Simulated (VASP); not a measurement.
# KF: single point with LDA

The system is KF.

```
K F
1.0
     3.21007    0.00000    0.00000
     0.00000    3.21007    0.00000
     0.00000    0.00000    3.16119
K F
1 1
Direct
  0.00000 0.00000 0.00000
  0.50000 0.50000 0.50000
```

This cell differs from its parent crystal: strain -0.015 along x and y, -0.030 along z.

```json
{
  "Program": "VASP 6.6.1",
  "Task": "single point",
  "Functional": "LDA",
  "Potentials or basis": "VASP PAW LDA potentials, release 64 (K_sv, F)",
  "Cutoff": "520 eV",
  "k mesh": "8 × 8 × 8",
  "Occupations": "gaussian, width 0.05 eV",
  "Spin": "no spin polarisation"
}
```

The pressure is -4.1 GPa and the band gap on the k mesh is 6.30 eV, indirect (least direct gap 6.34 eV).

Stress tensor (GPa, compression positive):
```
-4.55  0.00  0.00
 0.00 -4.55  0.00
 0.00  0.00 -3.20
```

Levels at points of the mesh, in eV from the valence-band top:
| k point | band 6 | band 7 | band 8 | band 9 | band 10 | band 11 |
| --- | --- | --- | --- | --- | --- | --- |
| (0.00, 0.00, 0.00) | -0.09 | -0.09 | -0.04 | 6.30 | 8.08 | 8.12 |
| (0.50, 0.00, 0.00) | -1.41 | -0.26 | -0.18 | 9.18 | 9.43 | 11.09 |
| (0.50, 0.50, 0.00) | -0.67 | -0.67 | 0.00 | 8.47 | 8.86 | 12.11 |
| (0.00, 0.00, 0.50) | -1.41 | -0.24 | -0.24 | 9.25 | 9.55 | 11.17 |
| (0.50, 0.00, 0.50) | -0.69 | -0.66 | -0.05 | 8.33 | 8.93 | 11.87 |
| (0.50, 0.50, 0.50) | -1.24 | -1.23 | -1.23 | 10.46 | 10.46 | 10.64 |

Run time: 30 s on 1 thread of Intel Xeon 8259CL, with other jobs on the host, peak memory 0.14 GiB.

Caveat: the cell differs from its parent crystal (strain -0.015 along x and y, -0.030 along z). A k mesh can miss the band edges.
